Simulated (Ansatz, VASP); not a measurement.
**One calculation of Al, two programs**

```
Al
1.0
     2.81478    0.00000    0.00000
    -1.40739    2.43767    0.00000
     0.00000    0.00000    9.24180
Al
4
Direct
  0.00000 0.00000 0.00000
  0.33333 0.66667 0.25000
  0.00000 0.00000 0.50000
  0.66667 0.33333 0.75000
```

Alike in both runs: functional PBE; dispersion D3(BJ); k mesh 18 × 18 × 6; occupations gaussian, width 0.1 eV; no spin polarisation.

Ansatz relaxed the structure, and its values are those at the end. VASP's run is a single point on that final structure, the one shown.

|  | VASP | Ansatz |
| --- | --- | --- |
| version | VASP 6.6.1 | Ansatz 0.2.0 |
| potentials or method | VASP PAW PBE potentials, release 64 (Al), cutoff 520 eV | scalar-relativistic, plane waves, PAW |
| valence electrons in the cell | 12 | 12 |

```csv
,VASP,Ansatz,Ansatz less VASP
gap on the k mesh at the Fermi level (eV),none,none,-
pressure (GPa),0.0,0.0,+0.03
```

A gap of «none» marks a metal or a gap that the smearing closes.
